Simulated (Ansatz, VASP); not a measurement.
**Two plane-wave programs on Sb**

```
Sb
1.0
    -1.80391    1.80391    1.80391
     1.80391   -1.80391    1.80391
     1.80391    1.80391   -1.80391
Sb
1
Cartesian
  0.0000 0.0000 0.0000
```

Alike in both runs: task single point; functional LDA; k mesh 13 × 13 × 13; occupations fermi-dirac, width 0.1 eV; no spin polarisation.

|  | VASP | Ansatz |
| --- | --- | --- |
| version | VASP 6.6.1 | Ansatz 0.2.0 |
| potentials or method | VASP PAW LDA potentials, release 64 (Sb), cutoff 520 eV | plane waves (420 eV) with PAW, scalar-relativistic |
| valence electrons in the cell | 5 | 15 |

```tsv
	VASP	Ansatz	Ansatz less VASP
pressure (GPa)	7.0	6.8	-0.28
```

Ansatz warns that its potentials were made for another functional, while VASP's fit it. LDA's correlation is that of Perdew and Zunger in VASP and of Perdew and Wang (1992) in Ansatz. VASP's potentials hold 5 valence electrons a cell and Ansatz's 15, so a difference there can come from the potentials and not from the codes.

Neither program's run includes spin-orbit coupling.
